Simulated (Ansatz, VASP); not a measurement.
Two plane-wave programs on In2Au

```
CELL_PARAMETERS angstrom
0.00000 3.25100 3.18598
3.25100 0.00000 3.18598
3.25100 3.25100 0.00000
ATOMIC_POSITIONS crystal
In 0.25000 0.25000 0.25000
In 0.75000 0.75000 0.75000
Au 0.00000 0.00000 0.00000
```

Change from the starting cell: zz strain of -2 %, PAW files.

Alike in both runs: task electric field gradients; functional LDA; k mesh 10 × 10 × 10; occupations fermi-dirac, width 0.05 eV; no spin polarisation.

```csv
,VASP,Ansatz
version,VASP 6.6.1,Ansatz 0.2.0
potentials or method,"VASP PAW LDA potentials, release 64 (In_d, Au)","PAW with Ansatz's default frozen-core files, scalar-relativistic"
plane-wave cutoff (eV),520,420
valence electrons in the cell,37,45
```

```csv
,VASP,Ansatz,Ansatz less VASP
pressure (GPa),0.3,0.1,-0.14
"traceless stress, the component that is largest in VASP (GPa)",0.53,0.52,-0.015
size of Vzz on the site where it differs most (V/Å²),5.8,1.3,-4.53
```

LDA's correlation is that of Perdew and Zunger in VASP and of Perdew and Wang (1992) in Ansatz. VASP's potentials hold 37 valence electrons a cell and Ansatz's 45, so a difference there can come from the potentials and not from the codes.

Spin-orbit coupling is off throughout.
